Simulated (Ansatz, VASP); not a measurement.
S in VASP and in Ansatz

File INCAR:

```
ALGO = Normal
EDIFF = 1E-6
ENCUT = 520
GGA = CA
ISIF = 2
ISMEAR = -1
LASPH = True
LCHARG = False
LREAL = False
LWAVE = False
NBANDS = 9
NELM = 80
PREC = Accurate
SIGMA = 0.08
```

The input KPOINTS:

```
k-points
0
Gamma
  16 16 16
```

POSCAR

```
S
1.0
    0.0000000000      1.8785853912      1.8785853912
    1.8785853912      0.0000000000      1.8785853912
    1.8785853912      1.8785853912      0.0000000000
S
1
Direct
    0.0000000000      0.0000000000      0.0000000000
```

Input for Ansatz:

```yaml
crystal:
  lattice:
    - [0.0, 1.8785853912, 1.8785853912]
    - [1.8785853912, 0.0, 1.8785853912]
    - [1.8785853912, 1.8785853912, 0.0]
  atoms:
    - { symbol: S, position: [0.0, 0.0, 0.0] }
kpoints:
  mp_grid: { grid: [16, 16, 16] }
scf:
  occupations: { method: fermi_dirac, width: 0.08 }
hamiltonian:
  xc: lda
  pseudopotentials: { kind: all_electron, lapw: { basis_error: 0.001 } }
output:
  forces: true
  stress: true
  eigenvalues: true
  populations: true
```

Change from the starting cell: volume scaled by 0.9, LAPW.

Alike in both runs: task single point; functional LDA; k mesh 16 × 16 × 16; occupations fermi-dirac, width 0.08 eV; no spin polarisation.

```csv
,VASP,Ansatz
version,VASP 6.6.1,Ansatz 0.2.0
potentials or method,"VASP PAW LDA potentials, release 64 (S), cutoff 520 eV","all-electron LAPW, scalar-relativistic"
```

```tsv
	VASP	Ansatz	Ansatz less VASP
pressure (GPa)	13.0	13.2	+0.18
```

LDA's correlation is that of Perdew and Zunger in VASP and of Perdew and Wang (1992) in Ansatz. Ansatz ran all-electron here, and VASP with PAW potentials.
